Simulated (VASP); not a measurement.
# InPd in VASP: further runs

Runs on InPd. Level: PBEsol. Tasks: single point.

Everything below comes from runs of VASP 6.6.1. Logs are shortened: lines on timing, memory, paths and dates and some standing lists are left out, and cuts for length are marked.

### Step 1. The cell of the first run

Symmetry: Pmm2, No. 25, orthorhombic system. The conventional cell has a = 3.019 Å, b = 3.360 Å, c = 3.360 Å, α = 90.00°, β = 90.00°, γ = 90.00°. Within 3.6 Å of In (site symmetry mm2) lie 8 Pd at 2.75 to 2.88 Å and 6 In at 3.02 to 3.36 Å. Pd (site symmetry mm2) has 8 In at 2.75 to 2.88 Å and 6 Pd at 3.02 to 3.36 Å within 3.6 Å.

### Step 2. Single point, PBEsol (atoms displaced along a vibrational mode, the cell strained)

INCAR

```
SYSTEM = InPd
PREC     = Accurate       ! precision mode
ENCUT    = 520            ! plane-wave cutoff, eV
EDIFF    = 1E-6           ! SCF threshold, eV
ISMEAR   = 0              ! smearing method
SIGMA    = 0.15           ! smearing width, eV
LREAL    = .FALSE.        ! projectors in reciprocal space
LASPH    = .TRUE.         ! aspherical terms in the spheres
NELM     = 60             ! most SCF steps
ALGO     = Fast           ! electronic algorithm
ISIF     = 2              ! what is computed and relaxed
LWAVE    = .FALSE.        ! write WAVECAR
LCHARG   = .FALSE.        ! write CHGCAR
GGA      = PS             ! functional
NBANDS   = 18             ! bands
```

KPOINTS

```
regular mesh
0
G
  14 14 14
  0 0 0
```

POSCAR

```
InPd
1.0
    3.3602606235      0.0000000000      0.0000000000
    0.0000000000      3.3602606235      0.0000000000
    0.0000000000      0.0000000000      3.0193646182
In Pd
1 1
Direct
   -0.0149022267      0.0000000000      0.0000000000
    0.5160782172      0.5000000000      0.5000000000
```

Potentials or basis: VASP PAW PBE potentials, release 64 (In_d, Pd).

On the command line:

```bash
$ cat potpaw_PBE.64/In_d/POTCAR potpaw_PBE.64/Pd/POTCAR > POTCAR
$ mpirun -np 1 vasp_std > vasp.out
```

OUTCAR:

```text
SYSTEM = InPd
   PREC = Accurate
   ENCUT = 520
   EDIFF = 1E-6
   ISMEAR = 0
   LREAL = .FALSE.
   LASPH = .TRUE.
   NELM = 60
   ISIF = 2
   GGA = PS

 ion  position               nearest neighbor table
   1  0.985  0.000  0.000-   2 2.75   2 2.75   2 2.75   2 2.75   2 2.88   2 2.88   2 2.88   2 2.88

   2  0.516  0.500  0.500-   1 2.75   1 2.75   1 2.75   1 2.75   1 2.88   1 2.88   1 2.88   1 2.88

  LATTYP: Found a simple tetragonal cell.
 ALAT       =     3.3602606235
 C/A-ratio  =     0.8985507246

  Lattice vectors:

 A1 = (   3.3602606235,   0.0000000000,   0.0000000000)
 A2 = (   0.0000000000,   3.3602606235,   0.0000000000)
 A3 = (   0.0000000000,   0.0000000000,   3.0193646182)

Analysis of symmetry for initial positions (statically):
=====================================================================
 Subroutine PRICEL returns:
 Original cell was already a primitive cell.

 Routine SETGRP: Setting up the symmetry group for a
 simple tetragonal supercell.

 Subroutine GETGRP returns: Found  4 space group operations
 (whereof  4 operations were pure point group operations)
 out of a pool of 16 trial point group operations.

The static configuration has the point symmetry C_2v.

Analysis of symmetry for dynamics (positions and initial velocities):
=====================================================================
 Subroutine PRICEL returns:
 Original cell was already a primitive cell.

 Routine SETGRP: Setting up the symmetry group for a
 simple tetragonal supercell.

 Subroutine GETGRP returns: Found  4 space group operations
 (whereof  4 operations were pure point group operations)
 out of a pool of 16 trial point group operations.

The dynamic configuration has the point symmetry C_2v.

 Subroutine INISYM returns: Found  4 space group operations
 (whereof  4 operations are pure point group operations),
 and found     1 'primitive' translations

----------------------------------------------------------------------------------------

                                     Primitive cell

  volume of cell :      34.0927

  direct lattice vectors                    reciprocal lattice vectors
     3.360260623  0.000000000  0.000000000     0.297595964  0.000000000  0.000000000
     0.000000000  3.360260623  0.000000000     0.000000000  0.297595964  0.000000000
     0.000000000  0.000000000  3.019364618     0.000000000  0.000000000  0.331195508

  length of vectors
     3.360260623  3.360260623  3.019364618     0.297595964  0.297595964  0.331195508

  position of ions in fractional coordinates (direct lattice)
     0.985097773  0.000000000  0.000000000
[... 81 lines left out ...]
   NSW    =      0    number of steps for IOM
   IBRION =     -1    ionic relax: 0-MD 1-quasi-New 2-CG
   NFREE  =      0    steps in history (QN), initial steepest desc. (CG)
   ISIF   =      2    stress and relaxation
   ISYM   =      2    0-nonsym 1-usesym 2-fastsym
   POTIM  = 0.5000    time-step for ionic-motion
   TEBEG  =    0.0;   TEEND  =   0.0 temperature during run
   PSTRESS=    0.0 pullay stress
   NELECT =      23.0000    total number of electrons
   NUPDOWN=      -1.0000    fix difference up-down
   EMIN   =  10.00;   EMAX   =-10.00  energy-range for DOS
   EFERMI =   0.00;   METHOD = LEGACY
   ISMEAR =     0;   SIGMA  =   0.15  broadening in eV -4-tet -1-fermi 0-gaus
   EFERMI_NEDOS =   21; number of points for ismear=-14 and -15
   IALGO  =     68    algorithm
   IMIX   =      4    mixing-type and parameters
     AMIX     =   0.40;   BMIX     =  1.00
     AMIX_MAG =   1.60;   BMIX_MAG =  1.00
  volume/ion in A,a.u.               =      17.05       115.03
  Fermi-wavevector in a.u.,A,eV,Ry     =   1.435810  2.713287 28.049092  2.061550
  Thomas-Fermi vector in A             =   2.555067
   LORBIT       =      0    0 simple, 1 ext, 2 COOP (PROOUT), +10 PAW based schemes
   GGA     = PS    functional components
   LHFCALC =     F    Hartree Fock is set to
   AEXX    =    0.0000 exact exchange contribution
   IVDW    =     0    specifies the selected vdW correction
   LEPSILON=     F    determine dielectric tensor
   LRPA    =     F    only Hartree local field effects (RPA)
 non-spin polarized calculation
 RMM-DIIS sequential band-by-band and
 Gauss-broadening in eV      SIGMA  =   0.15
  energy-cutoff  :      520.00
  volume of cell :       34.09
 maximum number of plane-waves:       943
 NGX is ok and might be reduce to    28
   NGX = 13   NGY = 13   NGZ = 11

 number of electron      22.9999995 magnetization

 Free energy of the ion-electron system (eV)
  ---------------------------------------------------
  ext. energy  EPLUGINS =         0.00000000
  ---------------------------------------------------
  free energy    TOTEN  =        -9.94826202 eV

  energy without entropy =       -9.94084279  energy(sigma->0) =       -9.94455241

 E-fermi :  10.8010     XC(G=0): -12.5530

 val. band max:       10.7922361849   @ k =   0.2143   0.2143   0.4286
 cond. band min:      10.8030123966   @ k =   0.5000   0.2143   0.5000
 fundamental gap:      0.0107762117
 Fermi energy:        10.8009834809

 k-point     1 :       0.0000    0.0000    0.0000
  band No.  band energies     occupation
      1      -4.3520      2.00000
      2      -4.1420      2.00000
      3      -3.8186      2.00000
      4      -3.7291      2.00000
      5      -3.7268      2.00000
      6       0.3907      2.00000
[... 481 lines left out ...]
      5      -3.7131      2.00000
      6       2.3441      2.00000
[... 10 lines left out ...]
     17      23.1548      0.00000
     18      25.1198      0.00000

 [... further k-points ...]

------------------------ aborting loop because EDIFF is reached ----------------------------------------

  FORCE on cell =-STRESS in cart. coord.  units (eV):
  Direction    XX          YY          ZZ          XY          YZ          ZX
  --------------------------------------------------------------------------------------
  -------------------------------------------------------------------------------------
  Total       -0.0317285      0.0769328      1.0472204      0.0000000      0.0000000      0.0000000
  in kB       -1.4910732      3.6154350     49.2138350      0.0000000      0.0000000      0.0000000
  external PRESSURE =      17.1127323 kB  Pullay stress =       0.0000000 kB

 VOLUME and BASIS-vectors are now :
 -----------------------------------------------------------------------------
  energy-cutoff  :      520.00
  volume of cell :       34.09
      direct lattice vectors                 reciprocal lattice vectors
     3.360260623  0.000000000  0.000000000     0.297595964  0.000000000  0.000000000
     0.000000000  3.360260623  0.000000000     0.000000000  0.297595964  0.000000000
     0.000000000  0.000000000  3.019364618     0.000000000  0.000000000  0.331195508

 POSITION                                       TOTAL-FORCE (eV/Angst)
 -----------------------------------------------------------------------------------
      3.31019      0.00000      0.00000         0.485312      0.000000      0.000000
      1.73416      1.68013      1.50968        -0.485312      0.000000      0.000000
 -----------------------------------------------------------------------------------
    total drift:                                0.000968      0.000000      0.000002

  FREE ENERGIE OF THE ION-ELECTRON SYSTEM (eV)
  ---------------------------------------------------
  free  energy   TOTEN  =        -9.9482620228 eV

  energy  without entropy=       -9.9408427899  energy(sigma->0) =       -9.94455241
```

stdout:

```text
POSCAR found type information on POSCAR InPd
 POSCAR found :  2 types and       2 ions
 scaLAPACK will be used
 -----------------------------------------------------------------------------
|                                                                             |
|                                                                             |
|     You enforced a specific xc type in the INCAR file but a different       |
|     I HOPE YOU KNOW WHAT YOU ARE DOING!                                     |
|                                                                             |
 -----------------------------------------------------------------------------

 LDA part: xc-table for (Slater+PW92), standard interpolation
 POSCAR, INCAR and KPOINTS ok, starting setup
 FFT: planning ... GRIDC
 FFT: planning ... GRID_SOFT
 FFT: planning ... GRID
 WAVECAR not read
 entering main loop
WARNING in EDDRMM: call to ZHEGV failed, returncode =   8  4     15
WARNING in EDDRMM: call to ZHEGV failed, returncode =   8  4     17
WARNING in EDDRMM: call to ZHEGV failed, returncode =   6  3     15
WARNING in EDDRMM: call to ZHEGV failed, returncode =   8  4     15
```

Wall time 2.1 min (1 thread of Intel Xeon 6975P-C (Granite Rapids), shared host); peak memory 0.42 GiB.

What came out:

| Quantity | Value |
| --- | --- |
| Free energy | -9.9483 eV |
| Pressure | 1.7 GPa |
| Largest force | 0.485 eV/Å |
| Band gap on the k mesh | zero (an odd number of electrons rules out a gap without spin polarisation) |

Forces in eV/Å, atoms in the order of the input:
```
In   0.485  0.000  0.000
Pd  -0.485  0.000  0.000
```

Caveat: the cell differs from its parent crystal (atoms displaced along a vibrational mode, the cell strained); the PAW data sets were made with another functional, which shifts forces and pressure a little; spin-orbit coupling is left out, which moves the levels of the heavy elements.

### Step 3. Single point, PBEsol (the cell strained)

INCAR

```
SYSTEM = InPd
ALGO = Fast ; EDIFF = 1E-7
ENCUT = 520 ; GGA = PS
ISIF = 2 ; ISMEAR = 0
LASPH = .True. ; LCHARG = .False.
LREAL = .False. ; LWAVE = .False.
NBANDS = 18 ; NELM = 80
PREC = Accurate ; SIGMA = 0.15
```

KPOINTS

```
k-points
0
Gamma
  14 14 14
  0 0 0
```

POSCAR

```
InPd
1.0
    3.3602606235      0.0000000000      0.0000000000
    0.0000000000      3.3602606235      0.0000000000
    0.0000000000      0.0000000000      3.0193646182
In Pd
1 1
Direct
    0.0000000000      0.0000000000      0.0000000000
    0.5000000000      0.5000000000      0.5000000000
```

Potentials or basis: VASP PAW PBE potentials, release 64 (In_d, Pd).

On the command line:

```bash
$ cat potpaw_PBE.64/In_d/POTCAR potpaw_PBE.64/Pd/POTCAR > POTCAR
$ mpirun -np 1 vasp_std > vasp.out
```

Wall time 4.7 min (1 thread of Intel Xeon Platinum 8259CL at 2.50GHz (Skylake/Cascade Lake), shared host); peak memory 0.3 GiB.

Results (log left out):

```
Free energy            : -9.9734 eV
Pressure               : 1.0 GPa
Band gap on the k mesh : zero (an odd number of electrons rules out a gap without spin polarisation)
```

Stress tensor (GPa, compression positive):
```
-0.53  0.00  0.00
 0.00 -0.53  0.00
 0.00  0.00  4.17
```

Levels at points of the mesh, in eV from the Fermi level:
```csv
k point,band 10,band 11,band 12,band 13,band 14,band 15
"(0.00, 0.00, 0.00)",-2.24,-2.24,3.16,3.16,6.33,8.63
"(0.50, 0.00, 0.00)",-2.95,-2.31,-1.55,8.58,9.14,9.59
"(0.50, 0.50, 0.00)",-2.53,-2.53,-2.01,1.06,1.75,11.23
"(0.00, 0.00, 0.50)",-3.66,-2.64,-0.44,9.56,9.56,9.63
"(0.50, 0.00, 0.50)",-2.62,-2.02,-1.69,1.71,2.99,8.91
"(0.50, 0.50, 0.50)",-1.55,0.03,3.57,3.75,3.81,3.81
```

Caveat: the cell differs from its parent crystal (the cell strained); the PAW data sets were made with another functional, which shifts forces and pressure a little; spin-orbit coupling is left out, which moves the levels of the heavy elements.

(Part 1 of 2 ends here.)
